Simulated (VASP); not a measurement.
# HfB2 (P6/mmm) in VASP: further runs, part 2 of 2

VASP 6.6.1.

## 4. Relaxation of cell and atoms, RPBE+D3(BJ), target pressure 5 GPa, at which the enthalpy is minimised

This run uses another cell than the first one, of 9.90 Å³/atom.

Input file INCAR:

```
SYSTEM = HfB2
ALGO = Normal
EDIFF = 1E-7
EDIFFG = -0.001
ENCUT = 500
GGA = RP
GGA_COMPAT = .False.
IBRION = 2
ISIF = 3
ISMEAR = -1
IVDW = 12
LASPH = .True.
LCHARG = .False.
LREAL = .False.
LWAVE = .False.
NELM = 120
NELMIN = 4
NSW = 80
PREC = Accurate
PSTRESS = 50.0
SIGMA = 0.02
```

Input file KPOINTS:

```
k-points
0
Gamma
  8 8 6
  0 0 0
```

Input file POSCAR:

```
HfB2
1.0
    3.1400000000      0.0000000000      0.0000000000
   -1.5700000000      2.7193197679      0.0000000000
    0.0000000000      0.0000000000      3.4800000000
Hf B
1 2
Direct
    0.0000000000      0.0000000000      0.0000000000
    0.3333330000      0.6666670000      0.5000000000
    0.6666670000      0.3333330000      0.5000000000
```

Potentials or basis: VASP PAW PBE potentials, release 64 (Hf_pv, B).

Launch:

```console
> cat potpaw_PBE.64/Hf_pv/POTCAR potpaw_PBE.64/B/POTCAR > POTCAR
> mpirun -np 1 vasp_std > vasp.out
```

OUTCAR:

```text
SYSTEM = HfB2
   EDIFF = 1E-7
   EDIFFG = -0.001
   ENCUT = 500
   GGA = RP
   IBRION = 2
   ISIF = 3
   ISMEAR = -1
   IVDW = 12
   LASPH = .True.
   LREAL = .False.
   NELM = 120
   NELMIN = 4
   NSW = 80
   PREC = Accurate
   PSTRESS = 50.0
 IVDW          = 12

 ion  position               nearest neighbor table
   1  0.000  0.000  0.000-   2 2.51   3 2.51   2 2.51   3 2.51   3 2.51   3 2.51   2 2.51   2 2.51
                             3 2.51   3 2.51   2 2.51   2 2.51
   2  0.333  0.667  0.500-   3 1.81   3 1.81   3 1.81   1 2.51   1 2.51   1 2.51   1 2.51   1 2.51
                             1 2.51
   3  0.667  0.333  0.500-   2 1.81   2 1.81   2 1.81   1 2.51   1 2.51   1 2.51   1 2.51   1 2.51
                             1 2.51

  LATTYP: Found a hexagonal cell.
 ALAT       =     3.1400000000
 C/A-ratio  =     1.1082802548

  Lattice vectors:

 A1 = (   3.1400000000,   0.0000000000,   0.0000000000)
 A2 = (  -1.5700000000,   2.7193197679,   0.0000000000)
 A3 = (   0.0000000000,   0.0000000000,   3.4800000000)

Analysis of symmetry for initial positions (statically):
=====================================================================
 Subroutine PRICEL returns:
 Original cell was already a primitive cell.

 Routine SETGRP: Setting up the symmetry group for a
 hexagonal supercell.

 Subroutine GETGRP returns: Found 24 space group operations
 (whereof 24 operations were pure point group operations)
 out of a pool of 24 trial point group operations.

The static configuration has the point symmetry D_6h.

[... 209 lines left out ...]

 val. band max:       10.1779671925   @ k =   0.1250   0.0000   0.3333
 cond. band min:      10.8104459586   @ k =   0.0000   0.0000   0.5000
 fundamental gap:      0.6324787661
 Fermi energy:        10.8022933725

 k-point     1 :       0.0000    0.0000    0.0000
  band No.  band energies     occupation
      1     -19.3103      2.00000
      2     -18.1745      2.00000
      3     -18.1745      2.00000
      4      -5.0116      2.00000
      5       6.5601      2.00000
      6       6.7966      2.00000
      7       6.7967      2.00000
      8       8.2076      2.00000
      9      16.3497      0.00000
     10      16.3497      0.00000
     11      17.0656      0.00000
     12      17.2044      0.00000
[... 426 lines left out ...]
  energy  without entropy=      -31.7983555951  energy(sigma->0) =      -31.79871871

  enthalpy is  TOTEN    =       -30.9757383080 eV   P V=        0.8233435104

[... ionic steps 4 to 8 ...]

--------------------------------------- Ionic step        9  -------------------------------------------

 number of electron      16.0000001 magnetization

------------------------ aborting loop because EDIFF is reached ----------------------------------------
[... 81 lines left out ...]
--------------------------------------- Ionic step       11  -------------------------------------------

 number of electron      16.0000001 magnetization

 Free energy of the ion-electron system (eV)
  ---------------------------------------------------
  ext. energy  EPLUGINS =         0.00000000
  ---------------------------------------------------
  free energy    TOTEN  =       -24.74599628 eV

  energy without entropy =      -24.74555085  energy(sigma->0) =      -24.74577357

 E-fermi :   9.0731     XC(G=0): -13.1717

 val. band max:        9.0000385320   @ k =   0.0000   0.0000   0.5000
 cond. band min:       9.1237593223   @ k =   0.3750   0.1250   0.0000
 fundamental gap:      0.1237207902
 Fermi energy:         9.0731348264

 k-point     1 :       0.0000    0.0000    0.0000
  band No.  band energies     occupation
      1     -21.4296      2.00000
      2     -20.7818      2.00000
      3     -20.7818      2.00000
      4      -5.7073      2.00000
      5       5.5186      2.00000
      6       5.5186      2.00000
      7       5.5273      2.00000
      8       6.2218      2.00000
      9      13.5107      0.00000
     10      13.5107      0.00000
     11      14.2589      0.00000
     12      14.3585      0.00000
[... 383 lines left out ...]
  energy  without entropy=      -31.7970776528  energy(sigma->0) =      -31.79730036

  enthalpy is  TOTEN    =       -30.9801284587 eV   P V=        0.8173946171

 reached required accuracy - stopping structural energy minimisation
```

CONTCAR:

```text
HfB2
   1.00000000000000
     3.0252118382492879   -0.0000000000000000    0.0000000000000000
    -1.5126059191246439    2.6199103037690534   -0.0000000000000000
    -0.0000000000000000   -0.0000000000000000    3.3046855184843182
  Hf              B
     1     2
Direct
     0.0000000000000000    0.0000000000000000    0.0000000000000000
     0.3333330000000032    0.6666669999999968    0.5000000000000000
     0.6666669999999968    0.3333330000000032    0.5000000000000000

  0.00000000E+00  0.00000000E+00  0.00000000E+00
  0.00000000E+00  0.00000000E+00  0.00000000E+00
  0.00000000E+00  0.00000000E+00  0.00000000E+00
```

Wall time 2.4 min (1 thread of Intel Xeon 8259CL, shared host); peak memory 0.17 GiB.

Results:

* Free energy: -31.7975 eV
* Relaxed volume: 8.73 Å³/atom
* Relaxed cell: a = 3.025 Å, b = 3.025 Å, c = 3.305 Å, α = 90.00°, β = 90.00°, γ = 120.00°
* Space group after relaxing (to 0.1 Å): P6/mmm (No. 191)
* Energy change on relaxing (the run minimises the enthalpy): -101.0 meV/atom
* Ionic steps: 11
* Pressure after relaxing: 5.0 GPa
* Band gap on the k mesh: zero (bands 8 and 9 overlap by 0.56 eV)
* Dispersion energy per atom: -2.351 eV

Step by step:
```tsv
step	energy change (eV)	largest force (eV/Å)	pressure (GPa)	volume (Å³)
1	0.0000	0.0000	-28.88	29.71
2	1.0040	0.0000	98.86	21.59
3	-0.3045	0.0000	2.77	26.38
4	-0.3011	0.0000	4.64	26.24
5	-0.2991	0.0000	5.51	26.17
6	-0.3016	0.0000	5.54	26.15
7	-0.3015	0.0000	5.55	26.15
8	-0.3016	0.0000	5.55	26.15
9	-0.3046	0.0000	4.22	26.25
10	-0.3029	0.0000	5.03	26.19
11	-0.3029	0.0000	5.00	26.19
```

Final structure:
```cif
data_structure
_symmetry_space_group_name_H-M 'P 1'
_symmetry_Int_Tables_number 1
_cell_length_a 3.0252
_cell_length_b 3.0252
_cell_length_c 3.3047
_cell_angle_alpha 90.000
_cell_angle_beta 90.000
_cell_angle_gamma 120.000
_cell_volume 26.19
loop_
_atom_site_label
_atom_site_type_symbol
_atom_site_fract_x
_atom_site_fract_y
_atom_site_fract_z
_atom_site_occupancy
Hf1 Hf 0.00000 0.00000 0.00000 1
B1 B 0.33333 0.66667 0.50000 1
B2 B 0.66667 0.33333 0.50000 1
```

Levels at points of the mesh, in eV from the Fermi level:
```tsv
k point	band 6	band 7	band 8	band 9	band 10	band 11
(0.00, 0.00, 0.00)	-3.55	-3.55	-2.85	4.44	4.44	5.19
(0.50, 0.00, 0.00)	-4.76	-3.88	-3.55	2.19	2.90	6.27
(0.00, 0.00, 0.50)	-1.57	-1.57	-0.07	-0.07	0.84	0.84
(0.50, 0.00, 0.50)	-5.79	-5.45	-2.68	4.38	4.93	6.98
```

Caveat: the cell is relaxed towards a set pressure, so the run minimises the enthalpy, not the energy; the PAW data sets were made with another functional, which shifts forces and pressure a little; spin-orbit coupling is left out, which moves the levels of the heavy elements.

## 5. Relaxation of cell and atoms, RPBE+D3(BJ), target pressure 10 GPa, at which the enthalpy is minimised

This run uses another cell than the first one, of 9.90 Å³/atom.

Input file INCAR:

```
SYSTEM = HfB2
ALGO = Normal ; EDIFF = 1E-7
EDIFFG = -0.001 ; ENCUT = 500
GGA = RP ; GGA_COMPAT = .FALSE.
IBRION = 2 ; ISIF = 3
ISMEAR = -1 ; IVDW = 12
LASPH = .TRUE. ; LCHARG = .FALSE.
LREAL = .FALSE. ; LWAVE = .FALSE.
NELM = 120 ; NELMIN = 4
NSW = 80 ; PREC = Accurate
PSTRESS = 100.0 ; SIGMA = 0.02
```

Input file KPOINTS:

```
k-points
0
G
  8 8 6
  0 0 0
```

POSCAR is that of step 4.

Launch:

```console
> cat potpaw_PBE.64/Hf_pv/POTCAR potpaw_PBE.64/B/POTCAR > POTCAR
> mpirun -np 1 vasp_std > vasp.out
```

Wall time 1.8 min (1 thread of Intel Xeon 8259CL, shared host); peak memory 0.17 GiB.

It converged, with:

```yaml
Free_energy: -31.7802 eV
Relaxed_volume: 8.61 Å³/atom
Relaxed_cell: a = 3.011 Å, b = 3.011 Å, c = 3.288 Å, α = 90.00°, β = 90.00°, γ = 120.00°
Space_group_after_relaxing_to_0.1_Å: P6/mmm (No. 191)
Energy_change_on_relaxing_the_run_minimises_the_enthalpy: -95.2 meV/atom
Ionic_steps: 11
Pressure_after_relaxing: 10.0 GPa
Band_gap_on_the_k_mesh: zero (bands 8 and 9 overlap by 0.57 eV)
Dispersion_energy_per_atom: -2.384 eV
```

The path:
| step | energy change (eV) | largest force (eV/Å) | pressure (GPa) | volume (Å³) |
| --- | --- | --- | --- | --- |
| 1 | 0.0000 | 0.0000 | -28.88 | 29.71 |
| 2 | 1.7692 | 0.0000 | 134.55 | 20.53 |
| 3 | -0.2954 | 0.0000 | 6.72 | 26.08 |
| 4 | -0.2857 | 0.0000 | 9.37 | 25.88 |
| 5 | -0.2812 | 0.0000 | 10.38 | 25.81 |
| 6 | -0.2837 | 0.0000 | 10.42 | 25.79 |
| 7 | -0.2836 | 0.0000 | 10.43 | 25.79 |
| 8 | -0.2837 | 0.0000 | 10.43 | 25.79 |
| 9 | -0.2884 | 0.0000 | 9.36 | 25.87 |
| 10 | -0.2855 | 0.0000 | 10.03 | 25.82 |
| 11 | -0.2856 | 0.0000 | 10.00 | 25.82 |

Final structure:
```
CELL_PARAMETERS angstrom
3.01147 0.00000 0.00000
-1.50574 2.60801 0.00000
0.00000 0.00000 3.28751
ATOMIC_POSITIONS crystal
Hf 0.00000 0.00000 0.00000
B 0.33333 0.66667 0.50000
B 0.66667 0.33333 0.50000
```

Levels at points of the mesh, in eV from the Fermi level:
| k point | band 6 | band 7 | band 8 | band 9 | band 10 | band 11 |
| --- | --- | --- | --- | --- | --- | --- |
| (0.00, 0.00, 0.00) | -3.60 | -3.59 | -2.83 | 4.51 | 4.51 | 5.25 |
| (0.50, 0.00, 0.00) | -4.82 | -3.90 | -3.60 | 2.23 | 2.94 | 6.36 |
| (0.00, 0.00, 0.50) | -1.58 | -1.58 | -0.09 | -0.09 | 0.84 | 0.84 |
| (0.50, 0.00, 0.50) | -5.86 | -5.51 | -2.64 | 4.47 | 5.03 | 7.10 |

Caveat: the cell is relaxed towards a set pressure, so the run minimises the enthalpy, not the energy; the PAW data sets were made with another functional, which shifts forces and pressure a little; spin-orbit coupling is left out, which moves the levels of the heavy elements.

## 6. Relaxation of cell and atoms, RPBE+D3(BJ), target pressure 20 GPa, at which the enthalpy is minimised

This run uses another cell than the first one, of 9.90 Å³/atom.

Input file INCAR:

```
SYSTEM = HfB2
PREC = Accurate
ENCUT = 500
EDIFF = 1E-7
ISMEAR = -1
SIGMA = 0.02
LREAL = .False.
LASPH = .True.
NELM = 120
ALGO = Normal
ISIF = 3
LWAVE = .False.
LCHARG = .False.
GGA = RP
IVDW = 12
IBRION = 2
NSW = 80
EDIFFG = -0.001
PSTRESS = 200.0
GGA_COMPAT = .False.
NELMIN = 4
```

Input file KPOINTS:

```
Automatic mesh
0
Gamma
  8 8 6
  0 0 0
```

POSCAR is that of step 5.

Potentials or basis: VASP PAW PBE potentials, release 64 (Hf_pv, B).

Launch:

```console
> cat potpaw_PBE.64/Hf_pv/POTCAR potpaw_PBE.64/B/POTCAR > POTCAR
> mpirun -np 1 vasp_std > vasp.out
```

It took 1.9 min on 1 thread of Intel Xeon 8259CL, shared host; peak memory 0.17 GiB.

It converged, with:

```
Free energy                                                : -31.7173 eV
Relaxed volume                                             : 8.38 Å³/atom
Relaxed cell                                               : a = 2.986 Å, b = 2.986 Å, c = 3.256 Å, α = 90.00°, β = 90.00°, γ = 120.00°
Space group after relaxing (to 0.1 Å)                      : P6/mmm (No. 191)
Energy change on relaxing (the run minimises the enthalpy) : -74.2 meV/atom
Ionic steps                                                : 12
Pressure after relaxing                                    : 20.0 GPa
Band gap on the k mesh                                     : zero (bands 8 and 9 overlap by 0.59 eV)
Dispersion energy per atom                                 : -2.446 eV
```

The path:
| step | energy change (eV) | largest force (eV/Å) | pressure (GPa) | volume (Å³) |
| --- | --- | --- | --- | --- |
| 1 | 0.0000 | 0.0000 | -28.88 | 29.71 |
| 2 | 3.9986 | 0.0000 | 227.71 | 18.52 |
| 3 | -0.2626 | 0.0000 | 13.87 | 25.56 |
| 4 | -0.2318 | 0.0000 | 18.44 | 25.26 |
| 5 | -0.2193 | 0.0000 | 20.06 | 25.15 |
| 6 | -0.2218 | 0.0000 | 20.13 | 25.14 |
| 7 | -0.2216 | 0.0000 | 20.13 | 25.13 |
| 8 | -0.2217 | 0.0000 | 20.13 | 25.13 |
| 9 | -0.2245 | 0.0000 | 19.78 | 25.16 |
| 10 | -0.2225 | 0.0000 | 20.02 | 25.14 |
| 11 | -0.2227 | 0.0000 | 20.00 | 25.14 |
| 12 | -0.2227 | 0.0000 | 20.00 | 25.14 |

Final structure:
```yaml
crystal:
  lattice:
    - [2.98596, 0.00000, 0.00000]
    - [-1.49298, 2.58592, 0.00000]
    - [0.00000, 0.00000, 3.25618]
  atoms:
    - { symbol: Hf, position: [0.00000, 0.00000, 0.00000] }
    - { symbol: B, position: [0.33333, 0.66667, 0.50000] }
    - { symbol: B, position: [0.66667, 0.33333, 0.50000] }
```

Levels at points of the mesh, in eV from the Fermi level:
```csv
k point,band 4,band 5,band 6,band 7,band 8,band 9,band 10,band 11,band 12
"(0.00, 0.00, 0.00)",-15.02,-3.69,-3.69,-3.68,-2.80,4.65,4.65,5.36,5.36
"(0.50, 0.00, 0.00)",-10.96,-9.44,-4.93,-3.93,-3.71,2.30,3.02,6.55,6.66
"(0.00, 0.00, 0.50)",-11.70,-9.27,-1.60,-1.60,-0.11,-0.11,0.85,0.85,2.81
"(0.50, 0.00, 0.50)",-11.56,-7.94,-5.99,-5.63,-2.56,4.63,5.22,7.32,8.82
```

Caveat: the cell is relaxed towards a set pressure, so the run minimises the enthalpy, not the energy; the volume moved by over 15 % at a fixed basis, so the end points are rough; the PAW data sets were made with another functional, which shifts forces and pressure a little; spin-orbit coupling is left out, which moves the levels of the heavy elements.

## 7. Summary

```tsv
task	cell	gap on the mesh (eV)	pressure (GPa)
single point	a = 3.027, b = 3.027, c = 3.300 Å, angles 90.0, 90.0, 120.0°, 3 atoms	none	5.1
relaxation of cell and atoms	relaxed from a = 3.140, b = 3.140, c = 3.480 Å, angles 90.0, 90.0, 120.0°, 3 atoms	none	0.0
relaxation of cell and atoms	relaxed to 5 GPa from a = 3.140, b = 3.140, c = 3.480 Å, angles 90.0, 90.0, 120.0°, 3 atoms	none	5.0
relaxation of cell and atoms	relaxed to 10 GPa from a = 3.140, b = 3.140, c = 3.480 Å, angles 90.0, 90.0, 120.0°, 3 atoms	none	10.0
relaxation of cell and atoms	relaxed to 20 GPa from a = 3.140, b = 3.140, c = 3.480 Å, angles 90.0, 90.0, 120.0°, 3 atoms	none	20.0
```

Alike in all rows: level RPBE+D3(BJ); potentials or basis VASP PAW PBE potentials, release 64 (Hf_pv, B); no spin polarisation; k mesh 8 × 8 × 6; cutoff (eV) 500; smearing fermi-dirac 0.02 eV.

Caveats: the PAW data sets were made with another functional, which shifts forces and pressure a little; spin-orbit coupling is left out, which moves the levels of the heavy elements; the cell is relaxed towards a set pressure, so the run minimises the enthalpy, not the energy (at least some runs); the cell stands under pressure (at least some runs); the volume moved by over 15 % at a fixed basis, so the end points are rough (at least some runs).

Absolute energies hang on the potentials; compare differences alone.
